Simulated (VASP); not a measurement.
# Ta (C2/m) in VASP: notebook, part 2 of 2

VASP 6.6.1. Earlier steps stand in the parts before.

**3. Single point, PBEsol**

Input file INCAR:

```
PREC = Accurate
ENCUT = 520
EDIFF = 1E-6
ISMEAR = 0
SIGMA = 0.15
LREAL = False
LASPH = True
NELM = 80
ALGO = Fast
ISIF = 2
LWAVE = False
LCHARG = True
GGA = PS
LELF = True
LVHAR = True
NBANDS = 30
```

Input file KPOINTS:

```
regular mesh
0
Gamma
  22 22 7
```

Input file POSCAR:

```
Ta
1.0
   -1.6402597622      1.6402597622     -1.6402597622
   -1.6402597622     -1.6402597622      1.6402597622
   -0.6561039049      6.5610390490      6.5610390490
Ta
4
Direct
   -0.1750000000     -0.1750000000      0.8750000000
    0.4750000000      0.4750000000      0.1250000000
   -0.0750000000     -0.0750000000      0.3750000000
    0.3750000000      0.3750000000      0.6250000000
```

Potentials or basis: VASP PAW PBE potentials, release 64 (Ta_pv).

The run is started by

```bash
$ cat potpaw_PBE.64/Ta_pv/POTCAR > POTCAR
$ mpirun -np 1 vasp_std > vasp.out
```

OUTCAR:

```text
PREC = Accurate
   ENCUT = 520
   EDIFF = 1E-6
   ISMEAR = 0
   LREAL = False
   LASPH = True
   NELM = 80
   ISIF = 2
   GGA = PS

 ion  position               nearest neighbor table
   1  0.825  0.825  0.875-   2 2.52   4 2.84   4 2.84   2 3.26   4 3.28   4 3.28   2 3.35   2 3.35

   2  0.475  0.475  0.125-   1 2.52   3 2.84   3 2.84   1 3.26   3 3.28   3 3.28   1 3.35   1 3.35

   3  0.925  0.925  0.375-   4 2.84   2 2.84   2 2.84   4 2.84   2 3.28   4 3.28   4 3.28   2 3.28

   4  0.375  0.375  0.625-   3 2.84   1 2.84   3 2.84   1 2.84   3 3.28   1 3.28   1 3.28   3 3.28

  LATTYP: Found a base centered monoclinic cell.
 ALAT       =     3.2805195244
 B/A-ratio  =     1.4142135624
 C/A-ratio  =     2.8354893758
 COS(beta)  =    -0.0705345616

  Lattice vectors:

 A1 = (   1.6402597622,  -1.6402597622,   1.6402597622)
 A2 = (   1.6402597622,   1.6402597622,  -1.6402597622)
 A3 = (  -0.6561039049,   6.5610390490,   6.5610390490)

Analysis of symmetry for initial positions (statically):
=====================================================================
 Subroutine PRICEL returns:
 Original cell was already a primitive cell.

 Routine SETGRP: Setting up the symmetry group for a
 base centered monoclinic supercell.

 Subroutine GETGRP returns: Found  4 space group operations
 (whereof  2 operations were pure point group operations)
 out of a pool of  4 trial point group operations.

The static configuration has the point symmetry C_1h.
 The point group associated with its full space group is C_2h.

Analysis of symmetry for dynamics (positions and initial velocities):
=====================================================================
 Subroutine PRICEL returns:
 Original cell was already a primitive cell.

 Routine SETGRP: Setting up the symmetry group for a
 base centered monoclinic supercell.
[... 127 lines left out ...]
   IALGO  =     68    algorithm
   IMIX   =      4    mixing-type and parameters
     AMIX     =   0.40;   BMIX     =  1.00
     AMIX_MAG =   1.60;   BMIX_MAG =  1.00
  volume/ion in A,a.u.               =      17.65       119.12
  Fermi-wavevector in a.u.,A,eV,Ry     =   1.398320  2.642441 26.603439  1.955298
  Thomas-Fermi vector in A             =   2.521489
   LORBIT       =      0    0 simple, 1 ext, 2 COOP (PROOUT), +10 PAW based schemes
   GGA     = PS    functional components
   LHFCALC =     F    Hartree Fock is set to
   AEXX    =    0.0000 exact exchange contribution
   IVDW    =     0    specifies the selected vdW correction
   LEPSILON=     F    determine dielectric tensor
   LRPA    =     F    only Hartree local field effects (RPA)
 non-spin polarized calculation
 RMM-DIIS sequential band-by-band and
 Gauss-broadening in eV      SIGMA  =   0.15
  energy-cutoff  :      520.00
  volume of cell :       70.61
 maximum number of plane-waves:      1923
 NGX is ok and might be reduce to    24
   NGX = 11   NGY = 11   NGZ = 35

 number of electron      44.0000007 magnetization

 Free energy of the ion-electron system (eV)
  ---------------------------------------------------
  ext. energy  EPLUGINS =         0.00000000
  ---------------------------------------------------
  free energy    TOTEN  =       -49.82027492 eV

  energy without entropy =      -49.77049699  energy(sigma->0) =      -49.79538596

 E-fermi :   5.5291     XC(G=0): -12.8193

 val. band max:        5.5288460813   @ k =  -0.4091   0.0909  -0.0000
 cond. band min:       5.5309020836   @ k =  -0.3182  -0.4545   0.1429
 fundamental gap:      0.0020560023
 Fermi energy:         5.5290665216

 k-point     1 :       0.0000    0.0000    0.0000
  band No.  band energies     occupation
      1     -28.9098      2.00000
      2     -28.2638      2.00000
      3     -28.0730      2.00000
      4     -27.8411      2.00000
      5     -27.7108      2.00000
      6     -27.5984      2.00000
[... 781 lines left out ...]
     29      10.0395      0.00000
     30      10.5604      0.00000

 [... further k-points ...]

------------------------ aborting loop because EDIFF is reached ----------------------------------------

  FORCE on cell =-STRESS in cart. coord.  units (eV):
  Direction    XX          YY          ZZ          XY          YZ          ZX
  --------------------------------------------------------------------------------------
  -------------------------------------------------------------------------------------
  Total        0.0355372      1.1144758      1.1144758      1.2498287      0.5198307      1.2498290
  in kB        0.8063739     25.2885155     25.2885155     28.3598026     11.7954526     28.3598086
  external PRESSURE =      17.1278016 kB  Pullay stress =       0.0000000 kB

 VOLUME and BASIS-vectors are now :
 -----------------------------------------------------------------------------
  energy-cutoff  :      520.00
  volume of cell :       70.61
      direct lattice vectors                 reciprocal lattice vectors
    -1.640259762  1.640259762 -1.640259762    -0.304829766  0.137173395 -0.167656371
    -1.640259762 -1.640259762  1.640259762    -0.304829766 -0.167656371  0.137173395
    -0.656103905  6.561039049  6.561039049     0.000000000  0.076207442  0.076207442

 POSITION                                       TOTAL-FORCE (eV/Angst)
 -----------------------------------------------------------------------------------
     -3.28052      5.74091      5.74091        -1.431540     -0.723598     -0.723598
     -1.64026      0.82013      0.82013         1.431540      0.723598      0.723598
     -3.28052      2.46039      2.46039        -0.389190      0.028481      0.028481
     -1.64026      4.10065      4.10065         0.389190     -0.028481     -0.028481
 -----------------------------------------------------------------------------------
    total drift:                                0.000008      0.000000      0.000000

  FREE ENERGIE OF THE ION-ELECTRON SYSTEM (eV)
  ---------------------------------------------------
  free  energy   TOTEN  =       -49.8202749244 eV

  energy  without entropy=      -49.7704969891  energy(sigma->0) =      -49.79538596
```

OSZICAR:

```text
N       E                     dE             d eps       ncg     rms          rms(c)
DAV:   1     0.421546934586E+03    0.42155E+03   -0.24741E+04 53520   0.154E+03
DAV:   2    -0.350599271002E+02   -0.45661E+03   -0.44529E+03 58868   0.456E+02
DAV:   3    -0.514278461117E+02   -0.16368E+02   -0.15887E+02 67988   0.777E+01
DAV:   4    -0.517164973874E+02   -0.28865E+00   -0.28665E+00 64810   0.954E+00
DAV:   5    -0.517229153554E+02   -0.64180E-02   -0.64136E-02 66108   0.116E+00    0.289E+01
RMM:   6    -0.502580666310E+02    0.14648E+01   -0.14585E+00 54029   0.756E+00    0.142E+01
RMM:   7    -0.498205881970E+02    0.43748E+00   -0.18518E+00 58561   0.775E+00    0.761E-01
RMM:   8    -0.498245814021E+02   -0.39932E-02   -0.14031E-01 67397   0.206E+00    0.805E-01
RMM:   9    -0.498206424554E+02    0.39389E-02   -0.28251E-02 71742   0.692E-01    0.294E-01
RMM:  10    -0.498201353063E+02    0.50715E-03   -0.50752E-03 67408   0.422E-01    0.135E-01
RMM:  11    -0.498202709367E+02   -0.13563E-03   -0.13096E-03 76821   0.159E-01    0.467E-02
RMM:  12    -0.498202719776E+02   -0.10409E-05   -0.14179E-04 72981   0.622E-02    0.909E-03
RMM:  13    -0.498202743134E+02   -0.23358E-05   -0.34869E-05 74375   0.291E-02    0.471E-03
RMM:  14    -0.498202749244E+02   -0.61107E-06   -0.52855E-06 52718   0.123E-02
   1 F= -.49820275E+02 E0= -.49795386E+02  d E =-.497779E-01
```

Run time: 37 min. Hardware: 1 thread of Oxide Virtual Turin-like, shared host; peak memory 1.2 GiB.

What came out:

| Property | Result |
| --- | --- |
| Free energy | -49.8203 eV |
| Pressure | 1.7 GPa |
| Largest force | 1.760 eV/Å |
| Band gap on the k mesh | zero (bands 22 and 23 overlap by 1.61 eV) |

Forces in eV/Å, atoms in the order of the input:
```
Ta  -1.432 -0.724 -0.724
Ta   1.432  0.724  0.724
Ta  -0.389  0.028  0.028
Ta   0.389 -0.028 -0.028
```

Caveat: the PAW data sets were made with another functional, which shifts forces and pressure a little; spin-orbit coupling is left out, which moves the levels of the heavy elements.
